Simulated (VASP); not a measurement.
# SnSe (rocksalt type) (Fm-3m) in VASP: notebook, part 2 of 2

VASP 6.6.1. Earlier steps stand in the parts before.

### 3 Single point, r2SCAN (14.99 Å³/atom)

File POSCAR:

```
SnSe
1.0
    0.0000000000      2.4657090746      2.4657090746
    2.4657090746      0.0000000000      2.4657090746
    2.4657090746      2.4657090746      0.0000000000
Sn Se
1 1
Direct
    0.0000000000      0.0000000000      0.0000000000
    0.5000000000      0.5000000000      0.5000000000
```

File INCAR.step1:

```
SYSTEM = SnSe
ALGO = Normal ; EDIFF = 1E-4
ENCUT = 520 ; GGA = PE
ISMEAR = -1 ; LASPH = .TRUE.
LCHARG = .FALSE. ; LREAL = .FALSE.
LWAVE = .TRUE. ; NBANDS = 17
NELM = 80 ; PREC = Accurate
SIGMA = 0.1
```

File INCAR.step2:

```
SYSTEM = SnSe
ALGO = Normal ; EDIFF = 1E-6
ENCUT = 520 ; ISIF = 2
ISMEAR = -1 ; ISTART = 1
LASPH = .TRUE. ; LCHARG = .TRUE.
LELF = .TRUE. ; LMIXTAU = .TRUE.
LREAL = .FALSE. ; LVHAR = .TRUE.
LWAVE = .FALSE. ; METAGGA = R2SCAN
NBANDS = 17 ; NELM = 80
PREC = Accurate ; SIGMA = 0.1
```

File KPOINTS:

```
k-points
0
G
  12 12 12
  0 0 0
```

Potentials or basis: VASP PAW PBE potentials, release 64 (Sn_d, Se).

Started as:

```sh
$ cat potpaw_PBE.64/Sn_d/POTCAR potpaw_PBE.64/Se/POTCAR > POTCAR
$ cp INCAR.step1 INCAR
$ mpirun -np 1 vasp_std > vasp.out
$ cp INCAR.step2 INCAR
$ mpirun -np 1 vasp_std > vasp.out
```

OUTCAR:

```text
SYSTEM = SnSe
   EDIFF = 1E-6
   ENCUT = 520
   ISIF = 2
   ISMEAR = -1
   ISTART = 1
   LASPH = .TRUE.
   LREAL = .FALSE.
   METAGGA = R2SCAN
   NELM = 80
   PREC = Accurate

 ion  position               nearest neighbor table
   1  0.000  0.000  0.000-   2 2.47   2 2.47   2 2.47   2 2.47   2 2.47   2 2.47
   2  0.500  0.500  0.500-   1 2.47   1 2.47   1 2.47   1 2.47   1 2.47   1 2.47

  LATTYP: Found a face centered cubic cell.
 ALAT       =     4.9314181492

  Lattice vectors:

 A1 = (   0.0000000000,   2.4657090746,   2.4657090746)
 A2 = (   2.4657090746,   0.0000000000,   2.4657090746)
 A3 = (   2.4657090746,   2.4657090746,   0.0000000000)

Analysis of symmetry for initial positions (statically):
=====================================================================
 Subroutine PRICEL returns:
 Original cell was already a primitive cell.

 Routine SETGRP: Setting up the symmetry group for a
 face centered cubic supercell.

 Subroutine GETGRP returns: Found 48 space group operations
 (whereof 48 operations were pure point group operations)
 out of a pool of 48 trial point group operations.

The static configuration has the point symmetry O_h .

Analysis of symmetry for dynamics (positions and initial velocities):
[... 158 lines left out ...]

 E-fermi :  15.2374     XC(G=0): -13.4734

 val. band max:       15.2285153686   @ k =   0.5000   0.5000   0.0000
 cond. band min:      15.2431274798   @ k =  -0.4167   0.0833   0.0000
 fundamental gap:      0.0146121112
 Fermi energy:        15.2374321962

 k-point     1 :       0.0000    0.0000    0.0000
  band No.  band energies     occupation
      1      -8.8354      2.00000
      2      -8.8354      2.00000
      3      -8.7687      2.00000
      4      -8.7687      2.00000
      5      -8.7687      2.00000
      6      -6.1503      2.00000
[... 457 lines left out ...]
      4      -8.6757      2.00000
      5      -8.6402      2.00000
      6      -2.7685      2.00000
[... 9 lines left out ...]
     16      25.8072      0.00000
     17      29.9282      0.00000

 [... further k-points ...]

------------------------ aborting loop because EDIFF is reached ----------------------------------------

  FORCE on cell =-STRESS in cart. coord.  units (eV):
  Direction    XX          YY          ZZ          XY          YZ          ZX
  --------------------------------------------------------------------------------------
  -------------------------------------------------------------------------------------
  Total       21.0812389     21.0812389     21.0812389      0.0000000     -0.0000000      0.0000000
  in kB     1126.5519320   1126.5519320   1126.5519320      0.0000000     -0.0000000      0.0000000
  external PRESSURE =    1126.5519320 kB  Pullay stress =       0.0000000 kB

 VOLUME and BASIS-vectors are now :
 -----------------------------------------------------------------------------
  energy-cutoff  :      520.00
  volume of cell :       29.98
      direct lattice vectors                 reciprocal lattice vectors
     0.000000000  2.465709075  2.465709075    -0.202781425  0.202781425  0.202781425
     2.465709075  0.000000000  2.465709075     0.202781425 -0.202781425  0.202781425
     2.465709075  2.465709075  0.000000000     0.202781425  0.202781425 -0.202781425

 POSITION                                       TOTAL-FORCE (eV/Angst)
 -----------------------------------------------------------------------------------
      0.00000      0.00000      0.00000        -0.000000     -0.000000     -0.000000
      2.46571      2.46571      2.46571         0.000000      0.000000      0.000000
 -----------------------------------------------------------------------------------
    total drift:                               -0.000000      0.000000      0.000000

  FREE ENERGIE OF THE ION-ELECTRON SYSTEM (eV)
  ---------------------------------------------------
  free  energy   TOTEN  =       -34.7547927657 eV

  energy  without entropy=      -34.7326015346  energy(sigma->0) =      -34.74369715
```

OSZICAR.step1:

```text
N       E                     dE             d eps       ncg     rms          rms(c)
DAV:   1     0.139204693517E+03    0.13920E+03   -0.10033E+04  2531   0.181E+03
DAV:   2     0.706666045121E+01   -0.13214E+03   -0.12772E+03  2746   0.377E+02
DAV:   3    -0.294024949105E+01   -0.10007E+02   -0.99314E+01  2991   0.892E+01
DAV:   4    -0.312916260147E+01   -0.18891E+00   -0.18877E+00  3074   0.121E+01
DAV:   5    -0.313317279494E+01   -0.40102E-02   -0.40098E-02  3309   0.175E+00    0.101E+01
DAV:   6    -0.301825314799E+01    0.11492E+00   -0.74880E-02  3551   0.278E+00    0.613E+00
DAV:   7    -0.297817917300E+01    0.40074E-01   -0.66213E-02  3692   0.197E+00    0.506E-01
DAV:   8    -0.297647416316E+01    0.17050E-02   -0.79707E-03  3557   0.951E-01    0.134E-01
DAV:   9    -0.297650669513E+01   -0.32532E-04   -0.40389E-04  2924   0.199E-01
   1 F= -.29765067E+01 E0= -.29652341E+01  d E =-.225451E-01
```

Wall time 67 s (1 thread of Intel Xeon 6975P-C (Granite Rapids), shared host); peak memory 0.19 GiB.

What came out:

| Item | Value |
| --- | --- |
| Free energy | -34.7548 eV |
| Pressure | 112.7 GPa |
| Band gap on the k mesh | zero (bands 10 and 11 overlap by 1.06 eV) |

Levels at points of the mesh, in eV from the Fermi level:
| k point | band 8 | band 9 | band 10 | band 11 | band 12 | band 13 |
| --- | --- | --- | --- | --- | --- | --- |
| (0.00, 0.00, 0.00) | -5.32 | -5.32 | -2.02 | 4.49 | 4.49 | 4.49 |
| (0.50, 0.00, 0.00) | -4.56 | -4.56 | -1.19 | -0.35 | -0.35 | 3.50 |
| (0.50, 0.50, 0.00) | -8.41 | -8.41 | -7.24 | -0.01 | 9.32 | 9.32 |

Caveat: the cell stands under pressure; the PAW data sets were made with another functional, which shifts forces and pressure a little; spin-orbit coupling is left out, which moves the levels of the heavy elements.
